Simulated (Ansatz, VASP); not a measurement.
# Two plane-wave programs on LiF

The input POSCAR:

```
LiF
1.0
    0.0000000000      1.9948717434      1.9948717434
    1.9948717434      0.0000000000      1.9948717434
    1.9948717434      1.9948717434      0.0000000000
Li F
1 1
Direct
    0.0000000000      0.0000000000      0.0000000000
    0.5000000000      0.5000000000      0.5000000000
```

The input INCAR.step1:

```
ALGO     = Normal         # electronic algorithm
EDIFF    = 1E-5           # SCF threshold, eV
ENCUT    = 520            # plane-wave cutoff, eV
GGA      = PE             # functional
ISIF     = 2              # what is computed and relaxed
ISMEAR   = 0              # smearing method
LASPH    = True           # aspherical terms in the spheres
LCHARG   = False          # write CHGCAR
LREAL    = False          # projectors in reciprocal space
LWAVE    = True           # write WAVECAR
NBANDS   = 12             # bands
NELM     = 100            # most SCF steps
PREC     = Accurate       # precision mode
SIGMA    = 0.01           # smearing width, eV
```

Contents of INCAR.step2:

```
ALGO     = Normal         # electronic algorithm
EDIFF    = 1E-6           # SCF threshold, eV
ENCUT    = 520            # plane-wave cutoff, eV
GGA      = PE             # functional
HFSCREEN = 0.2079         # screening, 1/A
ISIF     = 2              # what is computed and relaxed
ISMEAR   = 0              # smearing method
ISTART   = 1            
LASPH    = True           # aspherical terms in the spheres
LCHARG   = False          # write CHGCAR
LHFCALC  = True           # exact exchange
LREAL    = False          # projectors in reciprocal space
LWAVE    = False          # write WAVECAR
NBANDS   = 12             # bands
NELM     = 100            # most SCF steps
PREC     = Accurate       # precision mode
PRECFOCK = Normal       
SIGMA    = 0.01           # smearing width, eV
```

Contents of KPOINTS:

```
k-points
0
Gamma
  6 6 6
```

Input for Ansatz:

```yaml
crystal:
  lattice:
    - [0.0, 1.9948717434, 1.9948717434]
    - [1.9948717434, 0.0, 1.9948717434]
    - [1.9948717434, 1.9948717434, 0.0]
  atoms:
    - { symbol: Li, position: [0.0, 0.0, 0.0] }
    - { symbol: F, position: [0.5, 0.5, 0.5] }
kpoints:
  mp_grid: { grid: [6, 6, 6] }
hamiltonian:
  xc: hse06
scf:
  occupations: { method: fixed }
  n_extra_bands: 4
output:
  forces: true
  stress: true
  eigenvalues: true
  write_density: true
  write_potential: true
  elf: true
  volumetric_format: npy
```

Alike in both runs: task single point; functional HSE06; k mesh 6 × 6 × 6; no spin polarisation.

|  | VASP | Ansatz |
| --- | --- | --- |
| version | VASP 6.6.1 | Ansatz 0.2.0 |
| potentials or method | VASP PAW PBE potentials, release 64 (Li_sv, F) | plane waves, PAW |
| plane-wave cutoff (eV) | 520 | 420 |
| occupations | gaussian, width 0.01 eV | fixed |
| valence electrons in the cell | 10 | 10 |

|  | VASP | Ansatz | Ansatz less VASP |
| --- | --- | --- | --- |
| gap on the k mesh at the Fermi level (eV) | 11.67 | 11.67 | +0.008 |

Ansatz's warnings: stress exchange threshold loose, stress scf threshold loose.

The k mesh is coarse, so the values compare programs but aren't converged. Noted on VASP's run: the cutoff is under 1.25 times that of the potentials, so the pressure is a little rough.
